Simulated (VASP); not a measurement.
# ZnSe2 (Pbca) in VASP: single point with PBEsol

Aim: the single point of ZnSe2 with PBEsol.

Everything below comes from runs of VASP 6.6.1. Logs are shortened: lines on timing, memory, paths and dates and some standing lists are left out, and cuts for length are marked.

### Step 1. The cell of the first run

It takes space group Pbca (No. 61, orthorhombic). Conventional cell: a = 6.052 Å, b = 6.315 Å, c = 6.314 Å, α = 90.00°, β = 90.00°, γ = 90.00°. Zn (site symmetry -1) has 6 Se at 2.55 to 2.65 Å within 3.4 Å. Within 3.1 Å of Se (site symmetry 1) lie 1 Se at 2.37 Å and 3 Zn at 2.55 to 2.65 Å.

### Step 2. Single point, PBEsol

The input, INCAR:

```
PREC = Accurate
ENCUT = 520
EDIFF = 1E-6
ISMEAR = 0
SIGMA = 0.02
LREAL = False
LASPH = True
NELM = 60
ALGO = Normal
ISIF = 2
LWAVE = False
LCHARG = False
GGA = PS
NBANDS = 60
```

The input, KPOINTS:

```
regular mesh
0
Gamma
  6 6 6
```

The input, POSCAR:

```
ZnSe2
1.0
    6.0520420919      0.0000000000      0.0000000000
    0.0000000000      6.3149294210      0.0000000000
    0.0000000000      0.0000000000      6.3137015977
Zn Se
4 8
Direct
    0.5000000000      0.5000000000      0.0000000000
    0.5000000000      0.0000000000      0.5000000000
    0.0000000000      0.5000000000      0.5000000000
    0.0000000000      0.0000000000      0.0000000000
    0.1107578253      0.8899530414      0.3905113844
    0.8892421747      0.3899530414      0.1094886156
    0.3892421747      0.1100469586      0.8905113844
    0.6107578253      0.6100469586      0.6094886156
    0.8892421747      0.1100469586      0.6094886156
    0.1107578253      0.6100469586      0.8905113844
    0.6107578253      0.8899530414      0.1094886156
    0.3892421747      0.3899530414      0.3905113844
```

Potentials or basis: VASP PAW PBE potentials, release 64 (Zn, Se).

Command:

```console
$ cat potpaw_PBE.64/Zn/POTCAR potpaw_PBE.64/Se/POTCAR > POTCAR
$ mpirun -np 1 vasp_std > vasp.out
```

OUTCAR:

```text
PREC = Accurate
   ENCUT = 520
   EDIFF = 1E-6
   ISMEAR = 0
   LREAL = False
   LASPH = True
   NELM = 60
   ISIF = 2
   GGA = PS

 ion  position               nearest neighbor table
   1  0.500  0.500  0.000-   6 2.55  10 2.55   7 2.64  11 2.64   8 2.65  12 2.65
   2  0.500  0.000  0.500-   5 2.55   9 2.55   8 2.64  12 2.64  11 2.65   7 2.65
   3  0.000  0.500  0.500-   8 2.55  12 2.55   9 2.64   5 2.64  10 2.65   6 2.65
   4  0.000  0.000  0.000-   7 2.55  11 2.55  10 2.64   6 2.64   5 2.65   9 2.65
   5  0.111  0.890  0.391-   9 2.37   2 2.55   3 2.64   4 2.65
   6  0.889  0.390  0.109-  10 2.37   1 2.55   4 2.64   3 2.65
   7  0.389  0.110  0.891-  11 2.37   4 2.55   1 2.64   2 2.65
   8  0.611  0.610  0.609-  12 2.37   3 2.55   2 2.64   1 2.65
   9  0.889  0.110  0.609-   5 2.37   2 2.55   3 2.64   4 2.65
  10  0.111  0.610  0.891-   6 2.37   1 2.55   4 2.64   3 2.65
  11  0.611  0.890  0.109-   7 2.37   4 2.55   1 2.64   2 2.65
  12  0.389  0.390  0.391-   8 2.37   3 2.55   2 2.64   1 2.65

  LATTYP: Found a simple orthorhombic cell.
 ALAT       =     6.0520420919
 B/A-ratio  =     1.0432349118
 C/A-ratio  =     1.0434377893

  Lattice vectors:

 A1 = (  -6.0520420919,   0.0000000000,   0.0000000000)
 A2 = (   0.0000000000,   0.0000000000,   6.3137015977)
 A3 = (   0.0000000000,   6.3149294210,   0.0000000000)

Analysis of symmetry for initial positions (statically):
=====================================================================
 Subroutine PRICEL returns:
 Original cell was already a primitive cell.

 Routine SETGRP: Setting up the symmetry group for a
 simple orthorhombic supercell.

 Subroutine GETGRP returns: Found  8 space group operations
 (whereof  2 operations were pure point group operations)
 out of a pool of  8 trial point group operations.

The static configuration has the point symmetry S_2 .
 The point group associated with its full space group is D_2h.

Analysis of symmetry for dynamics (positions and initial velocities):
=====================================================================
 Subroutine PRICEL returns:
 Original cell was already a primitive cell.

 Routine SETGRP: Setting up the symmetry group for a
 simple orthorhombic supercell.

 Subroutine GETGRP returns: Found  8 space group operations
 (whereof  2 operations were pure point group operations)
 out of a pool of  8 trial point group operations.

The dynamic configuration has the point symmetry S_2 .
 The point group associated with its full space group is D_2h.

 Subroutine INISYM returns: Found  8 space group operations
[... 130 lines left out ...]
   EMIN   =  10.00;   EMAX   =-10.00  energy-range for DOS
   EFERMI =   0.00;   METHOD = LEGACY
   ISMEAR =     0;   SIGMA  =   0.02  broadening in eV -4-tet -1-fermi 0-gaus
   EFERMI_NEDOS =   21; number of points for ismear=-14 and -15
   IALGO  =     38    algorithm
   IMIX   =      4    mixing-type and parameters
     AMIX     =   0.40;   BMIX     =  1.00
     AMIX_MAG =   1.60;   BMIX_MAG =  1.00
  volume/ion in A,a.u.               =      20.11       135.70
  Fermi-wavevector in a.u.,A,eV,Ry     =   1.204057  2.275338 19.725093  1.449753
  Thomas-Fermi vector in A             =   2.339793
   LORBIT       =      0    0 simple, 1 ext, 2 COOP (PROOUT), +10 PAW based schemes
   GGA     = PS    functional components
   LHFCALC =     F    Hartree Fock is set to
   AEXX    =    0.0000 exact exchange contribution
   IVDW    =     0    specifies the selected vdW correction
   LEPSILON=     F    determine dielectric tensor
   LRPA    =     F    only Hartree local field effects (RPA)
 non-spin polarized calculation
 Gauss-broadening in eV      SIGMA  =   0.02
  energy-cutoff  :      520.00
  volume of cell :      241.30
 maximum number of plane-waves:      6526
 NGX is ok and might be reduce to    48
   NGX = 23   NGY = 23   NGZ = 23

 number of electron      96.0000031 magnetization

 Free energy of the ion-electron system (eV)
  ---------------------------------------------------
  ext. energy  EPLUGINS =         0.00000000
  ---------------------------------------------------
  free energy    TOTEN  =       -41.17456955 eV

  energy without entropy =      -41.17456955  energy(sigma->0) =      -41.17456955

 E-fermi :   4.3066     XC(G=0): -10.4022

 val. band max:        4.1859677508   @ k =   0.0000   0.0000   0.0000
 cond. band min:       4.8168863138   @ k =   0.1667   0.1667   0.1667
 fundamental gap:      0.6309185630
 Fermi energy:         4.3065831754

 k-point     1 :       0.0000    0.0000    0.0000
  band No.  band energies     occupation
      1     -11.6040      2.00000
      2     -10.4518      2.00000
      3     -10.4373      2.00000
      4     -10.3308      2.00000
      5      -8.2764      2.00000
      6      -8.2596      2.00000
[... 1501 lines left out ...]
     59       9.3870      0.00000
     60       9.3870      0.00000

 [... further k-points ...]

------------------------ aborting loop because EDIFF is reached ----------------------------------------

  FORCE on cell =-STRESS in cart. coord.  units (eV):
  Direction    XX          YY          ZZ          XY          YZ          ZX
  --------------------------------------------------------------------------------------
  -------------------------------------------------------------------------------------
  Total        3.2712042      0.3991119      0.4000476      0.0000000      0.0000000     -0.0000000
  in kB       21.7201962      2.6500299      2.6562425      0.0000000      0.0000000     -0.0000000
  external PRESSURE =       9.0088228 kB  Pullay stress =       0.0000000 kB

 VOLUME and BASIS-vectors are now :
 -----------------------------------------------------------------------------
  energy-cutoff  :      520.00
  volume of cell :      241.30
      direct lattice vectors                 reciprocal lattice vectors
     6.052042092  0.000000000  0.000000000     0.165233484  0.000000000  0.000000000
     0.000000000  6.314929421  0.000000000     0.000000000  0.158354897  0.000000000
     0.000000000  0.000000000  6.313701598     0.000000000  0.000000000  0.158385693

 POSITION                                       TOTAL-FORCE (eV/Angst)
 -----------------------------------------------------------------------------------
      3.02602      3.15746      0.00000         0.000000     -0.000000      0.000000
      3.02602      0.00000      3.15685         0.000000     -0.000000      0.000000
      0.00000      3.15746      3.15685         0.000000     -0.000000      0.000000
      0.00000      0.00000      0.00000         0.000000     -0.000000      0.000000
      0.67031      5.61999      2.46557         0.016729     -0.014570     -0.012664
      5.38173      2.46253      0.69128        -0.016729     -0.014570      0.012664
      2.35571      0.69494      5.62242        -0.016729      0.014570     -0.012664
      3.69633      3.85240      3.84813         0.016729      0.014570      0.012664
      5.38173      0.69494      3.84813        -0.016729      0.014570      0.012664
      0.67031      3.85240      5.62242         0.016729      0.014570     -0.012664
      3.69633      5.61999      0.69128         0.016729     -0.014570      0.012664
      2.35571      2.46253      2.46557        -0.016729     -0.014570     -0.012664
 -----------------------------------------------------------------------------------
    total drift:                                0.000000      0.000000     -0.000000

  FREE ENERGIE OF THE ION-ELECTRON SYSTEM (eV)
  ---------------------------------------------------
  free  energy   TOTEN  =       -41.1745695544 eV

  energy  without entropy=      -41.1745695544  energy(sigma->0) =      -41.17456955
```

OSZICAR:

```text
N       E                     dE             d eps       ncg     rms          rms(c)
DAV:   1     0.817937297837E+03    0.81794E+03   -0.41672E+04  7680   0.175E+03
DAV:   2     0.830135474271E+02   -0.73492E+03   -0.70210E+03  7704   0.417E+02
DAV:   3    -0.358035402220E+02   -0.11882E+03   -0.11355E+03  8976   0.154E+02
DAV:   4    -0.421224191749E+02   -0.63189E+01   -0.62177E+01  9032   0.341E+01
DAV:   5    -0.422303545382E+02   -0.10794E+00   -0.10753E+00  8840   0.440E+00    0.128E+01
DAV:   6    -0.412874510380E+02    0.94290E+00   -0.25347E+00 10188   0.313E+01    0.902E+00
DAV:   7    -0.411849704655E+02    0.10248E+00   -0.13221E+00  8552   0.494E+00    0.269E+00
DAV:   8    -0.411775563437E+02    0.74141E-02   -0.46742E-02  9748   0.194E+00    0.527E-01
DAV:   9    -0.411748639219E+02    0.26924E-02   -0.19360E-02  9772   0.162E+00    0.128E-01
DAV:  10    -0.411745748468E+02    0.28908E-03   -0.38610E-03 10636   0.759E-01    0.422E-02
DAV:  11    -0.411745652701E+02    0.95766E-05   -0.53704E-04  9616   0.190E-01    0.192E-02
DAV:  12    -0.411745725640E+02   -0.72938E-05   -0.97431E-05 11108   0.809E-02    0.965E-03
DAV:  13    -0.411745695412E+02    0.30227E-05   -0.41539E-05  9852   0.625E-02    0.349E-03
DAV:  14    -0.411745695544E+02   -0.13224E-07   -0.19589E-06  5260   0.160E-02
   1 F= -.41174570E+02 E0= -.41174570E+02  d E =-.836803E-20
```

Wall time 9.6 min (1 thread of Intel Xeon 6975P-C (Granite Rapids), shared host); peak memory 0.76 GiB.

Results:

```
Free energy            : -41.1746 eV
Pressure               : 0.9 GPa
Largest force          : 0.026 eV/Å
Band gap on the k mesh : 0.63 eV, indirect (least direct gap 0.75 eV)
```

Forces in eV/Å, atoms in the order of the input:
```
Zn   0.000  0.000  0.000
Zn   0.000  0.000  0.000
Zn   0.000  0.000  0.000
Zn   0.000  0.000  0.000
Se   0.017 -0.015 -0.013
Se  -0.017 -0.015  0.013
Se  -0.017  0.015 -0.013
Se   0.017  0.015  0.013
Se  -0.017  0.015  0.013
Se   0.017  0.015 -0.013
Se   0.017 -0.015  0.013
Se  -0.017 -0.015 -0.013
```

Stress tensor (GPa, compression positive):
```
2.17 0.00 0.00
0.00 0.27 0.00
0.00 0.00 0.27
```

Caveat: the PAW data sets were made with another functional, which shifts forces and pressure a little.
